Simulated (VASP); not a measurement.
# Al2O3: single point with LDA

The system is Al2O3.

```
CELL_PARAMETERS angstrom
2.38025 1.37424 4.33187
-2.38025 1.37424 4.33187
0.00000 -2.74848 4.33187
ATOMIC_POSITIONS crystal
Al 0.85216 0.85216 0.85216
Al 0.64784 0.64784 0.64784
Al 0.14784 0.14784 0.14784
Al 0.35216 0.35216 0.35216
O 0.05668 0.75000 0.44332
O 0.75000 0.44332 0.05668
O 0.44332 0.05668 0.75000
O 0.94332 0.25000 0.55668
O 0.25000 0.55668 0.94332
O 0.55668 0.94332 0.25000
```

| Item | Value |
| --- | --- |
| Program | VASP 6.6.1 |
| Task | single point |
| Functional | LDA |
| Potentials or basis | VASP PAW LDA potentials, release 64 (Al, O) |
| Cutoff | 520 eV |
| k mesh | 7 × 7 × 7 |
| Occupations | fermi-dirac, width 0.05 eV |
| Spin | no spin polarisation |
| Dipole correction | no |
| Further INCAR settings | ALGO = Normal; EDIFF = 1e-06; NBANDS = 35 |

```yaml
Pressure: -4.6 GPa
Largest_force: 0.123 eV/Å
Band_gap_on_the_k_mesh: 6.17 eV
```

Forces on the atoms (eV/Å):
```
Al   0.000  0.000 -0.058
Al   0.000  0.000  0.058
Al   0.000  0.000  0.058
Al   0.000  0.000 -0.058
O   -0.062 -0.107  0.000
O   -0.062  0.107  0.000
O    0.123  0.000  0.000
O    0.062  0.107  0.000
O    0.062 -0.107  0.000
O   -0.123  0.000  0.000
```

Stress tensor (GPa, compression positive):
```
-4.42  0.00  0.00
 0.00 -4.42  0.00
 0.00  0.00 -4.85
```

Levels at points of the mesh, in eV from the valence-band top:
```csv
k point,band 20,band 21,band 22,band 23,band 24,band 25,band 26,band 27,band 28,band 29
"(0.00, 0.00, 0.00)",-0.50,-0.50,-0.04,-0.04,0.00,6.17,8.95,10.50,11.33,11.33
```

Wall time 4.3 min on 1 thread of AMD EPYC 7R13 (shared host), peak memory 0.21 GiB.

Caveat: the cell stands under tension; an odd mesh through Γ misses points on the zone boundary, where band edges can lie.
